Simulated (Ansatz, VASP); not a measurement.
Cs: VASP beside Ansatz

The input INCAR:

```
SYSTEM = Cs
PREC = Accurate
ENCUT = 520
EDIFF = 1E-6
ISMEAR = -1
SIGMA = 0.1
LREAL = .False.
LASPH = .True.
NELM = 100
ALGO = Normal
ISIF = 2
LWAVE = .False.
LCHARG = .True.
GGA = PE
LELF = .True.
LVHAR = .True.
NBANDS = 10
```

KPOINTS

```
regular mesh
0
Gamma
  12 12 12
  0 0 0
```

Contents of POSCAR:

```
Cs
1.0
   -3.1956212856      3.1956212856      3.1956212856
    3.1956212856     -3.1956212856      3.1956212856
    3.1956212856      3.1956212856     -3.1956212856
Cs
1
Direct
    0.0000000000      0.0000000000      0.0000000000
```

Input for Ansatz:

```yaml
crystal:
  lattice:
    - [-3.1956212856, 3.1956212856, 3.1956212856]
    - [3.1956212856, -3.1956212856, 3.1956212856]
    - [3.1956212856, 3.1956212856, -3.1956212856]
  atoms:
    - { symbol: Cs, position: [0.0, 0.0, 0.0] }
hamiltonian:
  xc: pbe
  pseudopotentials:
    kind: paw
    azcp:
      Cs: "pseudopotentials/Cs.paw.azcp"
basis:
  ecutwfc: 420
  fft_grid_basis: typed
kpoints:
  mp_grid: { grid: [12, 12, 12], shift: [0, 0, 0] }
magnetization:
  spin_polarized: false
scf:
  occupations: { method: fermi_dirac, width: 0.1 }
output:
  stress: true
```

Alike in both runs: task single point; functional PBE; k mesh 12 × 12 × 12; occupations fermi-dirac, width 0.1 eV; no spin polarisation.

|  | VASP | Ansatz |
| --- | --- | --- |
| version | VASP 6.6.1 | Ansatz 0.2.0 |
| potentials or method | VASP PAW PBE potentials, release 64 (Cs_sv), cutoff 520 eV | plane waves (420 eV) with PAW, scalar-relativistic |
| valence electrons in the cell | 9 | 9 |

|  | VASP | Ansatz | Ansatz less VASP |
| --- | --- | --- | --- |
| pressure (GPa) | -0.2 | -0.2 | +0.01 |

The functional is the same, so the differences come from potentials, cutoffs and numerics.

Neither program's run includes spin-orbit coupling.
